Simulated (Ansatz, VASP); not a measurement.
# Two plane-wave programs on BAs

```xyz
2
Lattice="3.2359 0.0000 0.0000 0.0000 3.2359 0.0000 0.0000 0.0000 3.2359" Properties=species:S:1:pos:R:3 pbc="T T T"
B     0.0000    0.0000    0.0000
As    1.6179    1.6179    1.6179
```

Alike in both runs: functional PBE; k mesh 8 × 8 × 8; occupations fermi-dirac, width 0.05 eV; no spin polarisation.

```csv
,VASP,Ansatz
version,VASP 6.6.1,Ansatz 0.2.0
potentials or method,"VASP PAW PBE potentials, release 64 (B, As)",Ansatz PAW
plane-wave cutoff (eV),520,420
valence electrons in the cell,8,18
task,single point,band structure
```

```tsv
	VASP	Ansatz	Ansatz less VASP
gap on the k mesh at the Fermi level (eV)	none	none	-
pressure (GPa)	-14.8	-14.8	+0.01
```

A gap of «none» marks a metal or a gap that the smearing closes. With one functional, cell and mesh, what is left measures potentials, basis and numerics. VASP's potentials hold 8 valence electrons a cell and Ansatz's 18, so a difference there can come from the potentials and not from the codes.
